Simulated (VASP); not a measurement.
# Ga: relaxation of cell and atoms with PBE+D3(BJ)

Ga:

```
Ga
1.0
     0.00000    2.69500    2.69500
     2.69500    0.00000    2.69500
     2.69500    2.69500    0.00000
Ga
2
Cartesian
  5.3900 5.3900 5.3900
  1.3475 1.3475 1.3475
```

This isn't the form of Ga at room conditions, which is orthorhombic.

* Program: VASP 6.6.1
* Task: relaxation of cell and atoms
* Functional: PBE
* Dispersion: D3(BJ)
* Potentials or basis: VASP PAW PBE potentials, release 64 (Ga_d)
* Cutoff: 500 eV
* k mesh: 6 × 6 × 6
* Occupations: fermi-dirac, width 0.1 eV
* Spin: no spin polarisation
* Target pressure: 20 GPa
* Dipole correction: no
* Further INCAR settings: ALGO = Normal; EDIFF = 1e-07; IBRION = 2; EDIFFG = -0.02; NSW = 80; ISIF = 3

```yaml
Relaxed_volume: 18.78 Å³/atom
Relaxed_cell: a = 3.759 Å, b = 3.759 Å, c = 3.759 Å, α = 60.00°, β = 60.00°, γ = 60.00°
Space_group_after_relaxing_to_0.1_Å: Fd-3m (No. 227)
Energy_change_on_relaxing_the_run_minimises_the_enthalpy: +86.5 meV/atom
Ionic_steps: 3
Pressure_after_relaxing: 20.0 GPa
Band_gap_on_the_k_mesh: zero (bands 13 and 14 overlap by 5.59 eV)
Dispersion_energy_per_atom: -0.311 eV
```

Step by step:
```
step  energy change (eV)  largest force (eV/Å)  pressure (GPa)  volume (Å³)
   1              0.0000                0.0000           15.25        39.15
   2              0.4028                0.0000           25.88        35.95
   3              0.1730                0.0000           19.97        37.57
```

Final structure:
```yaml
crystal:
  lattice:
    - [0.00000, 2.65821, 2.65821]
    - [2.65821, 0.00000, 2.65821]
    - [2.65821, 2.65821, 0.00000]
  atoms:
    - { symbol: Ga, position: [0.00000, 0.00000, 0.00000] }
    - { symbol: Ga, position: [0.25000, 0.25000, 0.25000] }
```

Levels at points of the mesh, in eV from the Fermi level:
```csv
k point,band 11,band 12,band 13,band 14,band 15,band 16
"(0.00, 0.00, 0.00)",-11.02,3.78,3.78,3.78,5.77,5.77
"(0.50, 0.00, 0.00)",-7.96,-5.58,1.75,1.75,4.86,6.71
"(0.50, 0.50, 0.00)",-5.97,-5.97,-0.71,-0.71,3.24,3.24
```

It took 58 s on 1 thread of Intel(R) Xeon(R) Platinum 8259CL CPU @ 2.50GHz (Skylake/Cascade Lake), on a shared host, peak memory 0.16 GiB.

Caveat: the cell is relaxed towards a set pressure, so the run minimises the enthalpy, not the energy.
